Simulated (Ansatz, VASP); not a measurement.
**TiAl: VASP beside Ansatz**

INCAR

```
PREC = Accurate
ENCUT = 520
EDIFF = 1E-6
ISMEAR = 0
SIGMA = 0.15
LREAL = False
LASPH = True
NELM = 80
ALGO = Fast
ISIF = 2
LWAVE = False
LCHARG = False
GGA = PS
NBANDS = 14
```

Contents of KPOINTS:

```
regular mesh
0
Gamma
  22 22 22
```

File POSCAR:

```
TiAl
1.0
    3.5432007219      0.0000000000      0.0000000000
    0.0000000000      3.5432007219      0.0000000000
    0.0000000000      0.0000000000      2.5050429104
Ti Al
1 1
Direct
    0.0000000000      0.0000000000      0.0000000000
    0.5000000000      0.5000000000      0.5000000000
```

Input for Ansatz:

```yaml
crystal:
  lattice:
    - [3.5432007219, 0.0, 0.0]
    - [0.0, 3.5432007219, 0.0]
    - [0.0, 0.0, 2.5050429104]
  atoms:
    - { symbol: Ti, position: [0.0, 0.0, 0.0] }
    - { symbol: Al, position: [0.5, 0.5, 0.5] }
basis:
  ecutwfc: 420
kpoints:
  mp_grid: { grid: [22, 22, 22] }
hamiltonian:
  xc: pbesol
scf:
  occupations: { method: gaussian, width: 0.15 }
output:
  forces: true
  stress: true
  eigenvalues: true
```

Alike in both runs: task single point; functional PBEsol; k mesh 22 × 22 × 22; occupations gaussian, width 0.15 eV; no spin polarisation.

|  | VASP | Ansatz |
| --- | --- | --- |
| version | VASP 6.6.1 | Ansatz 0.2.0 |
| potentials or method | VASP PAW PBE potentials, release 64 (Ti_sv, Al), cutoff 520 eV | scalar-relativistic, plane waves, PAW |
| valence electrons in the cell | 15 | 15 |

|  | VASP | Ansatz | Ansatz less VASP |
| --- | --- | --- | --- |
| gap on the k mesh at the Fermi level (eV) | none | none | - |
| pressure (GPa) | 4.3 | 4.3 | -0.02 |
| traceless stress, the component that is largest in VASP (GPa) | 14.07 | 14.05 | -0.024 |

VASP's potentials were made for PBE, not for PBEsol. A gap of «none» marks a metal or a gap that the smearing closes. The functional is the same, so the differences come from potentials, cutoffs and numerics.
